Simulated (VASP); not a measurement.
Input of a VASP 6.6.1 run:

INCAR

```
SYSTEM = Ir
ALGO     = Fast           ! electronic algorithm
EDIFF    = 1E-6           ! SCF threshold, eV
ENCUT    = 520            ! plane-wave cutoff, eV
GGA      = PS             ! functional
ISIF     = 2              ! what is computed and relaxed
ISMEAR   = 0              ! smearing method
LASPH    = .TRUE.         ! aspherical terms in the spheres
LCHARG   = .FALSE.        ! write CHGCAR
LREAL    = .FALSE.        ! projectors in reciprocal space
LWAVE    = .FALSE.        ! write WAVECAR
NBANDS   = 10             ! bands
NELM     = 100            ! most SCF steps
PREC     = Accurate       ! precision mode
SIGMA    = 0.15           ! smearing width, eV
```

File KPOINTS:

```
k-points
0
G
  22 22 22
  0 0 0
```

File POSCAR:

```
Ir
1.0
    0.0000000000      1.9197000000      1.8237150000
    1.9197000000      0.0000000000      1.8237150000
    1.9197000000      1.9197000000      0.0000000000
Ir
1
Direct
    0.0000000000      0.0000000000      0.0000000000
```

Potentials or basis: VASP PAW PBE potentials, release 64 (Ir).

Launch:

```bash
$ cat potpaw_PBE.64/Ir/POTCAR > POTCAR
$ mpirun -np 1 vasp_std > vasp.out
```

Q: Estimate the pressure.

A: 21.2 GPa.

Q: Predict the band gap on the k mesh.

A: Zero (an odd number of electrons rules out a gap without spin polarisation).

Stress tensor (GPa, compression positive):
```
14.03  0.00  0.00
 0.00 14.03  0.00
 0.00  0.00 35.42
```

Caveat: the cell differs from its parent crystal (strain +0.000 along x and y, -0.050 along z); the cell stands under pressure; the PAW data sets were made with another functional, which shifts forces and pressure a little; spin-orbit coupling is left out, which moves the levels of the heavy elements.
